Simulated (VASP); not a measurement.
Wanted: the native input for a VASP 6.6.1 run.

```yaml
Task: single point
Functional: LDA
Potentials_or_basis: VASP PAW LDA potentials, release 64 (Cd, S)
Cutoff: 500 eV
k_mesh: 6 × 6 × 6
Occupations: gaussian, width 0.1 eV
Spin: no spin polarisation
Dipole_correction: no
Further_INCAR_settings: ALGO = Normal; EDIFF = 1e-06; NBANDS = 16
```

The structure of CdS (lda) lies in POSCAR:

```
CdS
1.0
    0.0000000000      2.9429534600      2.9429534600
    2.9429534600      0.0000000000      2.9429534600
    2.9429534600      2.9429534600      0.0000000000
Cd S
1 1
Direct
    0.0000000000      0.0000000000      0.0000000000
    0.7500000000      0.7500000000      0.7500000000
```

These files were run (other wordings do the same):

INCAR

```
ALGO = Normal
EDIFF = 1E-6
ENCUT = 500
GGA = CA
GGA_COMPAT = False
ISIF = 2
ISMEAR = 0
LASPH = True
LCHARG = True
LELF = True
LREAL = False
LVHAR = True
LWAVE = False
NBANDS = 16
NELM = 120
PREC = Accurate
SIGMA = 0.1
```

KPOINTS

```
k-points
0
Gamma
  6 6 6
```

Potentials or basis: VASP PAW LDA potentials, release 64 (Cd, S).

Run with:

```bash
$ cat potpaw_LDA.64/Cd/POTCAR potpaw_LDA.64/S/POTCAR > POTCAR
$ mpirun -np 1 vasp_std > vasp.out
```

It gave:

| Property | Result |
| --- | --- |
| Pressure | -3.5 GPa |
| Band gap on the k mesh | 0.83 eV, direct |

Run time: 16 s on 1 thread of Intel Xeon 8259CL, on a shared host, peak memory 0.15 GiB.
